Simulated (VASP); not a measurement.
Crystal: KF (Carobbiite).

```
K F
1.0
     0.00000    2.65896    2.65896
     2.65896    0.00000    2.65896
     2.65896    2.65896    0.00000
K F
1 1
Direct
  0.00000 0.00000 0.00000
  0.50000 0.50000 0.50000
```

Base run:

* Program: VASP 6.6.1
* Functional: r2SCAN
* Potentials or basis: VASP PAW PBE potentials, release 64 (K_sv, F)
* Cutoff: 520 eV
* k mesh: 6 × 6 × 6
* Occupations: gaussian, width 0.01 eV
* Spin: no spin polarisation

Its results: band gap on the k mesh 6.91 eV, direct; pressure 0.0 GPa.

Task: After a change of settings the same cell gave: band gap on the k mesh 8.24 eV, direct; pressure 1.1 GPa. Which change was it?
A. functional from r2SCAN to PBEsol; further incar settings from ALGO = Normal; EDIFF = 1e-07; NBANDS = 15 to ALGO = Normal; EDIFF = 1e-06; NBANDS = 15
B. functional from r2SCAN to HSE06; k mesh from 6 × 6 × 6 to 4 × 4 × 4
C. functional from r2SCAN to PBE-based screened hybrid; k mesh from 6 × 6 × 6 to 4 × 4 × 4

Result: B.

Caveats: some runs use coarse meshes; the PAW data sets were made with another functional, which shifts forces and pressure a little.
